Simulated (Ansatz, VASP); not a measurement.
Two plane-wave programs on Li3TaO4

File INCAR:

```
ALGO = Normal
EDIFF = 1E-6
ENCUT = 520
GGA = PS
ISIF = 2
ISMEAR = 0
LASPH = True
LCHARG = False
LREAL = False
LWAVE = False
NBANDS = 32
NELM = 60
PREC = Accurate
SIGMA = 0.05
```

The input KPOINTS:

```
k-points
0
Gamma
  10 10 10
```

The input POSCAR:

```
Li3TaO4
1.0
   -2.0422644308      2.0422644308      4.2529592940
    2.0422644308     -2.0422644308      4.2529592940
    2.0422644308      2.0422644308     -4.2529592940
Li Ta O
3 1 4
Direct
    0.5114626068      0.5114626068      0.0000000000
    0.2509681277      0.7509681277      0.5000000000
    0.7509681277      0.2509681277      0.5000000000
   -0.0002820304     -0.0002820304      0.0000000000
   -0.0001431498      0.4998568502      0.5000000000
    0.7730912923      0.7730912923      0.0000000000
    0.4998568502     -0.0001431498      0.5000000000
    0.2245726369      0.2245726369      0.0000000000
```

Input for Ansatz:

```yaml
crystal:
  lattice:
    - [-2.0422644308, 2.0422644308, 4.252959294]
    - [2.0422644308, -2.0422644308, 4.252959294]
    - [2.0422644308, 2.0422644308, -4.252959294]
  atoms:
    - { symbol: Li, position: [0.5114626068, 0.5114626068, 0.0] }
    - { symbol: Li, position: [0.2509681277, 0.7509681277, 0.5] }
    - { symbol: Li, position: [0.7509681277, 0.2509681277, 0.5] }
    - { symbol: Ta, position: [-0.0002820304, -0.0002820304, 0.0] }
    - { symbol: O, position: [-0.0001431498, 0.4998568502, 0.5] }
    - { symbol: O, position: [0.7730912923, 0.7730912923, 0.0] }
    - { symbol: O, position: [0.4998568502, -0.0001431498, 0.5] }
    - { symbol: O, position: [0.2245726369, 0.2245726369, 0.0] }
basis:
  ecutwfc: 420
kpoints:
  mp_grid: { grid: [10, 10, 10] }
hamiltonian:
  xc: pbesol
scf:
  occupations: { method: gaussian, width: 0.05 }
output:
  forces: true
  stress: true
  eigenvalues: true
```

Change from the starting cell: mode 1 (-167.1 1/cm) frozen in, largest displacement +0.098 Å.

Alike in both runs: task single point; functional PBEsol; k mesh 10 × 10 × 10; occupations gaussian, width 0.05 eV; no spin polarisation.

|  | VASP | Ansatz |
| --- | --- | --- |
| version | VASP 6.6.1 | Ansatz 0.2.0 |
| potentials or method | VASP PAW PBE potentials, release 64 (Li_sv, Ta_pv, O), cutoff 520 eV | scalar-relativistic, plane waves, PAW |
| valence electrons in the cell | 44 | 46 |

VASP gave:

- gap on the k mesh at the Fermi level (eV): 1.53
- least direct gap on the mesh (eV): 1.59
- rms of the force components (eV/Å): 0.045

Problem. Which values does Ansatz return?

Solution. gap on the k mesh at the Fermi level (eV): 1.58; least direct gap on the mesh (eV): 1.64; rms of the force components (eV/Å): 0.016.

VASP's potentials were made for PBE, not for PBEsol. Atom by atom the forces differ by 0.042 eV/Å (rms over components). VASP's potentials hold 44 valence electrons a cell and Ansatz's 46, so a difference there can come from the potentials and not from the codes.

Neither program's run includes spin-orbit coupling. Noted on VASP's run: the cutoff is short for stress, so the pressure is rough.
